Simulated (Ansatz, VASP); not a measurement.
## One calculation of Be2ZnTe2Se, two programs

```
Be Zn Te Se
1.0
     3.59775    0.00000    0.00000
     0.00000    3.59775    0.00000
     0.00000    0.00000   11.93777
Be Zn Te Se
2 1 2 1
Direct
  0.50000 0.00000 0.56804
  0.00000 0.50000 0.43196
  0.50000 0.50000 0.00000
  0.50000 0.00000 0.36430
  0.00000 0.50000 0.63570
  0.00000 0.00000 0.00000
```

Change from the starting cell: species swapped into the Zr2SiTe2As type (P-4m2, No. 115).

Alike in both runs: task relaxation of cell and atoms; functional PBE; k mesh 10 × 10 × 4; occupations gaussian, width 0.1 eV; no spin polarisation.

|  | VASP | Ansatz |
| --- | --- | --- |
| version | VASP 6.6.1 | Ansatz 0.2.0 |
| potentials or method | VASP PAW PBE potentials, release 64 (Be, Zn, Te, Se), cutoff 600 eV | scalar-relativistic, plane waves, PAW |
| valence electrons in the cell | 34 | 64 |

```csv
,VASP,Ansatz,Ansatz less VASP
"gap on the k mesh at the Fermi level, each at its own relaxed structure (eV)",none,none,-
relaxed volume (Å³/atom),25.83,25.75,-0.073
relaxed length of the cell vector where the two differ most in proportion (Å),3.601,3.598,-0.0034
```

A gap of «none» marks a metal or a gap that the smearing closes. VASP's potentials hold 34 valence electrons a cell and Ansatz's 64, so a difference there can come from the potentials and not from the codes.

Neither program's run includes spin-orbit coupling.
